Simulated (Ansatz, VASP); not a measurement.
# Two plane-wave programs on BaS

Contents of POSCAR:

```
BaS
1.0
    0.0000000000      3.2149012787      3.2149012787
    3.2149012787      0.0000000000      3.2149012787
    3.2149012787      3.2149012787      0.0000000000
Ba S
1 1
Direct
    0.0000000000      0.0000000000      0.0000000000
    0.5000000000      0.5000000000      0.5000000000
```

INCAR.step1

```
SYSTEM = BaS
PREC = Accurate
ENCUT = 520
EDIFF = 1E-5
ISMEAR = -1
SIGMA = 0.05
LREAL = .False.
LASPH = .True.
NELM = 80
ALGO = Normal
ISIF = 2
LWAVE = .True.
NBANDS = 15
GGA = PE
```

File INCAR.step2:

```
SYSTEM = BaS
PREC = Accurate
ENCUT = 520
EDIFF = 1E-6
ISMEAR = -1
SIGMA = 0.05
LREAL = .False.
LASPH = .True.
NELM = 80
ALGO = Normal
ISIF = 2
LWAVE = .False.
LCHARG = .True.
GGA = PE
LHFCALC = .True.
AEXX = 0.25
PRECFOCK = Normal
LELF = .True.
LVHAR = .True.
NBANDS = 15
ISTART = 1
```

The input KPOINTS:

```
Automatic mesh
0
Gamma
  4 4 4
  0 0 0
```

input

```
crystal:
  lattice:
    - [0.0, 3.2149012787, 3.2149012787]
    - [3.2149012787, 0.0, 3.2149012787]
    - [3.2149012787, 3.2149012787, 0.0]
  atoms:
    - { symbol: Ba, position: [0.0, 0.0, 0.0] }
    - { symbol: S, position: [0.5, 0.5, 0.5] }
hamiltonian:
  xc: pbe0
  pseudopotentials: { kind: paw }
kpoints:
  mp_grid: { grid: [4, 4, 4] }
scf:
  occupations: { method: fermi_dirac, width: 0.05 }
output:
  forces: true
  stress: true
  eigenvalues: true
```

Alike in both runs: task single point; functional PBE0; k mesh 4 × 4 × 4; occupations fermi-dirac, width 0.05 eV; no spin polarisation.

|  | VASP | Ansatz |
| --- | --- | --- |
| version | VASP 6.6.1 | Ansatz 0.2.0 |
| potentials or method | VASP PAW PBE potentials, release 64 (Ba_sv, S) | Ansatz PAW |
| plane-wave cutoff (eV) | 520 | 420 |
| valence electrons in the cell | 16 | 16 |

VASP gave:

```
gap on the k mesh at the Fermi level (eV) : 3.77
least direct gap on the mesh (eV)         : 3.94
pressure (GPa)                            : 0.0
```

Estimate Ansatz's values.

gap on the k mesh at the Fermi level (eV): 3.84; least direct gap on the mesh (eV): 3.99; pressure (GPa): -0.4.

The k mesh is coarse, so the values compare programs but aren't converged. Neither program's run includes spin-orbit coupling.
